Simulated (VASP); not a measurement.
Crystal: HfC.

```
Hf C
1.0
     0.00000    2.32500    2.32500
     2.32500    0.00000    2.32500
     2.32500    2.32500    0.00000
Hf C
1 1
Direct
  0.50000 0.50000 0.50000
  0.00000 0.00000 0.00000
```

* Program: VASP 6.6.1
* Task: relaxation of cell and atoms
* Functional: revPBE
* Dispersion: D3(BJ)
* Potentials or basis: VASP PAW PBE potentials, release 64 (Hf_pv, C)
* Cutoff: 600 eV
* k mesh: 10 × 10 × 10
* Occupations: fermi-dirac, width 0.05 eV
* Spin: no spin polarisation

At the start: pressure -6.6 GPa; volume 12.57 Å³/atom.

Problem. Where does the relaxation end?

Solution. Over 4 steps the energy falls by 7.2 meV/atom and the volume is 12.22 Å³/atom (-2.8 %); space group Fm-3m (No. 225, to 0.1 Å) before and after.

The path:
| step | energy change (eV) | largest force (eV/Å) | pressure (GPa) | volume (Å³) |
| --- | --- | --- | --- | --- |
| 1 | 0.0000 | 0.0000 | -6.56 | 25.14 |
| 2 | 0.0301 | 0.0000 | 13.09 | 23.31 |
| 3 | -0.0145 | 0.0000 | -0.13 | 24.46 |
| 4 | -0.0144 | 0.0000 | 0.06 | 24.44 |

Final structure:
```
Hf C
1.0
     0.00000    2.30344    2.30344
     2.30344    0.00000    2.30344
     2.30344    2.30344    0.00000
Hf C
1 1
Direct
  0.50000 0.50000 0.50000
  0.00000 0.00000 0.00000
```

Caveat: the PAW data sets were made with another functional, which shifts forces and pressure a little.
